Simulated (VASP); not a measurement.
Write the native input for VASP 6.6.1 that does the following.

| Property | Result |
| --- | --- |
| Task | single point |
| Functional | PBEsol |
| Potentials or basis | VASP PAW PBE potentials, release 64 (Zn, S) |
| Cutoff | 520 eV |
| k mesh | 9 × 9 × 6 |
| Occupations | gaussian, width 0.05 eV |
| Spin | no spin polarisation |
| Dipole correction | no |
| Further INCAR settings | ALGO = Normal; EDIFF = 1e-06; NBANDS = 26 |

The structure of ZnS lies in POSCAR:

```
ZnS
1.0
    3.5824953097      0.0000000000      0.0000000000
   -1.7912476549      3.1025319471      0.0000000000
    0.0000000000      0.0000000000      6.6408715556
Zn S
2 2
Direct
    0.3333333333      0.6666666667      0.0054424479
    0.6666666667      0.3333333333      0.5054424479
    0.3333333333      0.6666666667      0.3795575521
    0.6666666667      0.3333333333      0.8795575521
```

The input as run:

INCAR

```
  ALGO = Normal
  EDIFF = 1E-6
  ENCUT = 520
  GGA = PS
  ISIF = 2
  ISMEAR = 0
  LASPH = True
  LCHARG = False
  LREAL = False
  LWAVE = False
  NBANDS = 26
  NELM = 100
  PREC = Accurate
  SIGMA = 0.05
```

KPOINTS

```
k-points
0
Gamma
  9 9 6
```

Potentials or basis: VASP PAW PBE potentials, release 64 (Zn, S).

Launch:

```console
$ cat potpaw_PBE.64/Zn/POTCAR potpaw_PBE.64/S/POTCAR > POTCAR
$ mpirun -np 1 vasp_std > vasp.out
```

It gave:

```json
{
 "Pressure": "5.6 GPa",
 "Largest force": "0.725 eV/Å",
 "Band gap on the k mesh": "1.71 eV"
}
```

Caveat: the cell stands under pressure; the PAW data sets were made with another functional, which shifts forces and pressure a little.

Run time: 85 s on 1 thread of Intel(R) Xeon(R) Platinum 8259CL CPU @ 2.50GHz (Skylake/Cascade Lake), with other jobs on the host, peak memory 0.23 GiB.
